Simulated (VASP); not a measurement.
# PbS (F-43m) in VASP: notebook, part 2 of 2

VASP 6.6.1. The steps go on from the part before.

## Step 3: Single point, PBEsol

Contents of INCAR:

```
PREC = Accurate ; ENCUT = 520
EDIFF = 1E-7 ; ISMEAR = 0
SIGMA = 0.05 ; LREAL = False
LASPH = True ; NELM = 100
ALGO = Normal ; ISIF = 2
LWAVE = False ; LCHARG = False
GGA = PS ; NBANDS = 17
```

Contents of KPOINTS:

```
regular mesh
0
Gamma
  10 10 10
```

Contents of POSCAR:

```
PbS
1.0
    0.0000000000      3.3238313106      3.3238313106
    3.3238313106      0.0000000000      3.3238313106
    3.3238313106      3.3238313106      0.0000000000
Pb S
1 1
Direct
    0.0000000000      0.0000000000      0.0000000000
    0.2500000000      0.2500000000      0.2500000000
```

Potentials or basis: VASP PAW PBE potentials, release 64 (Pb_d, S).

Started as:

```sh
$ cat potpaw_PBE.64/Pb_d/POTCAR potpaw_PBE.64/S/POTCAR > POTCAR
$ mpirun -np 1 vasp_std > vasp.out
```

OUTCAR:

```text
PREC = Accurate
   ENCUT = 520
   EDIFF = 1E-7
   ISMEAR = 0
   LREAL = False
   LASPH = True
   NELM = 100
   ISIF = 2
   GGA = PS

 ion  position               nearest neighbor table
   1  0.000  0.000  0.000-   2 2.88   2 2.88   2 2.88   2 2.88
   2  0.250  0.250  0.250-   1 2.88   1 2.88   1 2.88   1 2.88

  LATTYP: Found a face centered cubic cell.
 ALAT       =     6.6476626212

  Lattice vectors:

 A1 = (   0.0000000000,   3.3238313106,   3.3238313106)
 A2 = (   3.3238313106,   0.0000000000,   3.3238313106)
 A3 = (   3.3238313106,   3.3238313106,   0.0000000000)

Analysis of symmetry for initial positions (statically):
=====================================================================
 Subroutine PRICEL returns:
 Original cell was already a primitive cell.

 Routine SETGRP: Setting up the symmetry group for a
 face centered cubic supercell.

 Subroutine GETGRP returns: Found 24 space group operations
 (whereof 24 operations were pure point group operations)
 out of a pool of 48 trial point group operations.

The static configuration has the point symmetry T_d .
[... 154 lines left out ...]
  ---------------------------------------------------
  ext. energy  EPLUGINS =         0.00000000
  ---------------------------------------------------
  free energy    TOTEN  =        -8.91423592 eV

  energy without entropy =       -8.91423592  energy(sigma->0) =       -8.91423592

 E-fermi :   2.8002     XC(G=0):  -8.0409

 val. band max:        2.5184679221   @ k =  -0.3000   0.5000   0.2000
 cond. band min:       3.3159091333   @ k =   0.5000   0.5000   0.0000
 fundamental gap:      0.7974412112
 Fermi energy:         2.8001999146

 k-point     1 :       0.0000    0.0000    0.0000
  band No.  band energies     occupation
      1     -14.0127      2.00000
      2     -14.0127      2.00000
      3     -14.0127      2.00000
      4     -13.9783      2.00000
      5     -13.9783      2.00000
      6      -9.9206      2.00000
[... 457 lines left out ...]
      4     -13.9842      2.00000
      5     -13.9715      2.00000
      6      -9.1780      2.00000
[... 9 lines left out ...]
     16      11.9973      0.00000
     17      13.4212      0.00000

 [... further k-points ...]
[... 5 lines left out ...]
  --------------------------------------------------------------------------------------
  -------------------------------------------------------------------------------------
  Total       -0.7834011     -0.7834011     -0.7834011      0.0000000      0.0000000     -0.0000000
  in kB      -17.0902273    -17.0902273    -17.0902273      0.0000000      0.0000000     -0.0000000
  external PRESSURE =     -17.0902273 kB  Pullay stress =       0.0000000 kB

 VOLUME and BASIS-vectors are now :
 -----------------------------------------------------------------------------
  energy-cutoff  :      520.00
  volume of cell :       73.44
      direct lattice vectors                 reciprocal lattice vectors
     0.000000000  3.323831311  3.323831311    -0.150428813  0.150428813  0.150428813
     3.323831311  0.000000000  3.323831311     0.150428813 -0.150428813  0.150428813
     3.323831311  3.323831311  0.000000000     0.150428813  0.150428813 -0.150428813

 POSITION                                       TOTAL-FORCE (eV/Angst)
 -----------------------------------------------------------------------------------
      0.00000      0.00000      0.00000         0.000000     -0.000000      0.000000
      1.66192      1.66192      1.66192        -0.000000      0.000000     -0.000000
 -----------------------------------------------------------------------------------
    total drift:                                0.000000      0.000000      0.000000

  FREE ENERGIE OF THE ION-ELECTRON SYSTEM (eV)
  ---------------------------------------------------
  free  energy   TOTEN  =        -8.9142359250 eV

  energy  without entropy=       -8.9142359250  energy(sigma->0) =       -8.91423592
```

OSZICAR:

```text
N       E                     dE             d eps       ncg     rms          rms(c)
DAV:   1     0.159863884916E+03    0.15986E+03   -0.93717E+03  1598   0.113E+03
DAV:   2     0.485912972543E+01   -0.15500E+03   -0.14938E+03  1675   0.290E+02
DAV:   3    -0.912755149915E+01   -0.13987E+02   -0.13689E+02  2121   0.940E+01
DAV:   4    -0.952340915995E+01   -0.39586E+00   -0.39548E+00  1991   0.192E+01
DAV:   5    -0.953796598176E+01   -0.14557E-01   -0.14556E-01  2297   0.339E+00    0.452E+00
DAV:   6    -0.891468378613E+01    0.62328E+00   -0.19288E+00  2436   0.854E+00    0.322E+00
DAV:   7    -0.891236381421E+01    0.23200E-02   -0.15125E-01  1770   0.186E+00    0.167E+00
DAV:   8    -0.891312243468E+01   -0.75862E-03   -0.16070E-02  1887   0.133E+00    0.152E-01
DAV:   9    -0.891350670199E+01   -0.38427E-03   -0.47664E-03  2280   0.484E-01    0.149E-01
DAV:  10    -0.891412638904E+01   -0.61969E-03   -0.76152E-04  1670   0.159E-01    0.369E-02
DAV:  11    -0.891421836776E+01   -0.91979E-04   -0.12730E-04  2077   0.935E-02    0.178E-02
DAV:  12    -0.891423480794E+01   -0.16440E-04   -0.28701E-05  1749   0.538E-02    0.651E-03
DAV:  13    -0.891423563162E+01   -0.82368E-06   -0.24510E-06  2088   0.144E-02    0.218E-03
DAV:  14    -0.891423588034E+01   -0.24872E-06   -0.10080E-06  1674   0.428E-03    0.111E-03
DAV:  15    -0.891423592497E+01   -0.44633E-07   -0.62917E-08  1754   0.217E-03
   1 F= -.89142359E+01 E0= -.89142359E+01  d E =-.550920E-17
```

stdout:

```text
POSCAR found type information on POSCAR PbS
 POSCAR found :  2 types and       2 ions
 scaLAPACK will be used
 -----------------------------------------------------------------------------
|                                                                             |
|                                                                             |
|     You enforced a specific xc type in the INCAR file but a different       |
|     I HOPE YOU KNOW WHAT YOU ARE DOING!                                     |
|                                                                             |
 -----------------------------------------------------------------------------

 LDA part: xc-table for (Slater+PW92), standard interpolation
 POSCAR, INCAR and KPOINTS ok, starting setup
 FFT: planning ... GRIDC
 FFT: planning ... GRID_SOFT
 FFT: planning ... GRID
 WAVECAR not read
 entering main loop
```

Run time: 25 s. Hardware: 1 thread of Intel Xeon 6975P-C (Granite Rapids), shared host; peak memory 0.22 GiB.

Results:

| Item | Value |
| --- | --- |
| Free energy | -8.9142 eV |
| Pressure | -1.7 GPa |
| Band gap on the k mesh | 0.80 eV, indirect (least direct gap 1.22 eV) |

Levels at points of the mesh, in eV from the valence-band top:
| k point | band 7 | band 8 | band 9 | band 10 | band 11 | band 12 | band 13 | band 14 |
| --- | --- | --- | --- | --- | --- | --- | --- | --- |
| (0.00, 0.00, 0.00) | -5.98 | -1.62 | -1.62 | -1.62 | 2.49 | 2.49 | 2.49 | 5.15 |
| (0.50, 0.00, 0.00) | -7.66 | -2.12 | -2.12 | -1.88 | 3.19 | 3.19 | 3.55 | 6.95 |
| (0.50, 0.50, 0.00) | -8.05 | -2.81 | -2.81 | -0.42 | 0.80 | 5.02 | 5.02 | 5.92 |

Caveat: the PAW data sets were made with another functional, which shifts forces and pressure a little; spin-orbit coupling is left out, which moves the levels of the heavy elements.

## Step 4: Single point, LDA

Contents of INCAR:

```
SYSTEM = PbS
ALGO = Normal
EDIFF = 1E-6
ENCUT = 520
GGA = CA
ISIF = 2
ISMEAR = 0
LASPH = .True.
LCHARG = .False.
LREAL = .False.
LWAVE = .False.
NBANDS = 17
NELM = 60
PREC = Accurate
SIGMA = 0.05
```

Contents of KPOINTS:

```
k-points
0
Gamma
  10 10 10
  0 0 0
```

POSCAR is that of step 3.

Potentials or basis: VASP PAW LDA potentials, release 64 (Pb_d, S).

Started as:

```sh
$ cat potpaw_LDA.64/Pb_d/POTCAR potpaw_LDA.64/S/POTCAR > POTCAR
$ mpirun -np 1 vasp_std > vasp.out
```

Run time: 30 s. Hardware: 1 thread of Intel Xeon 6975P-C (Granite Rapids), shared host; peak memory 0.2 GiB.

Results (log left out):

```
Free energy            : -9.3393 eV
Pressure               : -2.8 GPa
Band gap on the k mesh : 0.69 eV, indirect (least direct gap 1.13 eV)
```

Levels at points of the mesh, in eV from the valence-band top:
```tsv
k point	band 6	band 7	band 8	band 9	band 10	band 11	band 12	band 13	band 14	band 15
(0.00, 0.00, 0.00)	-12.41	-6.00	-1.62	-1.62	-1.62	2.42	2.42	2.42	5.02	8.58
(0.50, 0.00, 0.00)	-11.69	-7.68	-2.12	-2.12	-1.91	3.12	3.12	3.46	6.81	8.37
(0.50, 0.50, 0.00)	-11.41	-8.07	-2.81	-2.81	-0.43	0.69	4.95	4.95	5.81	8.42
```

Caveat: spin-orbit coupling is left out, which moves the levels of the heavy elements. A k mesh can miss the band edges.

## Step 5: The runs side by side

| level | potentials or basis | gap on the mesh (eV) | pressure (GPa) |
| --- | --- | --- | --- |
| PBE | VASP PAW PBE potentials, release 64 (Pb_d, S) | 0.89 | -0.1 |
| PBEsol | VASP PAW PBE potentials, release 64 (Pb_d, S) | 0.80 | -1.7 |
| LDA | VASP PAW LDA potentials, release 64 (Pb_d, S) | 0.69 | -2.8 |

Alike in all rows: task single point; no spin polarisation; cell as given; k mesh 10 × 10 × 10; cutoff (eV) 520; smearing gaussian 0.05 eV.

Caveats: spin-orbit coupling is left out, which moves the levels of the heavy elements; the PAW data sets were made with another functional, which shifts forces and pressure a little (some runs).

Total energies depend on the potentials used, so only differences within one code and one set of settings carry meaning.
